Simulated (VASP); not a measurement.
Here is a VASP 6.6.1 calculation.

The input INCAR:

```
SYSTEM = Pb
ALGO     = Normal         ! electronic algorithm
EDIFF    = 1E-7           ! SCF threshold, eV
ENCUT    = 520            ! plane-wave cutoff, eV
GGA      = PS             ! functional
ISIF     = 2              ! what is computed and relaxed
ISMEAR   = 0              ! smearing method
LASPH    = .TRUE.         ! aspherical terms in the spheres
LCHARG   = .FALSE.        ! write CHGCAR
LREAL    = .FALSE.        ! projectors in reciprocal space
LWAVE    = .FALSE.        ! write WAVECAR
NBANDS   = 36             ! bands
NELM     = 100            ! most SCF steps
PREC     = Accurate       ! precision mode
SIGMA    = 0.1            ! smearing width, eV
```

Contents of KPOINTS:

```
k-points
0
G
  18 18 6
  0 0 0
```

POSCAR

```
Pb
1.0
    3.5915277274      0.0000000000      0.0000000000
   -1.7957638637      3.1103542503      0.0000000000
    0.0000000000      0.0000000000     11.1834696537
Pb
4
Direct
    0.0000000000      0.0000000000      0.0000000000
    0.3333333333      0.6666666667      0.2500000000
    0.0000000000      0.0000000000      0.5000000000
    0.6666666667      0.3333333333      0.7500000000
```

Potentials or basis: VASP PAW PBE potentials, release 64 (Pb_d).

Run with:

```console
$ cat potpaw_PBE.64/Pb_d/POTCAR > POTCAR
$ mpirun -np 1 vasp_std > vasp.out
```

(1) Predict the pressure.

(2) What does it give for the band gap on the k mesh?

## Answers

(1) -1.7 GPa.

(2) zero (band 28 reaches 11.90 eV, above the bottom of band 29 at 4.67 eV).

Caveat: the cell differs from its parent crystal (biaxial strain in the a-b plane: +3.0 %); the PAW data sets were made with another functional, which shifts forces and pressure a little; spin-orbit coupling is left out, which moves the levels of the heavy elements.
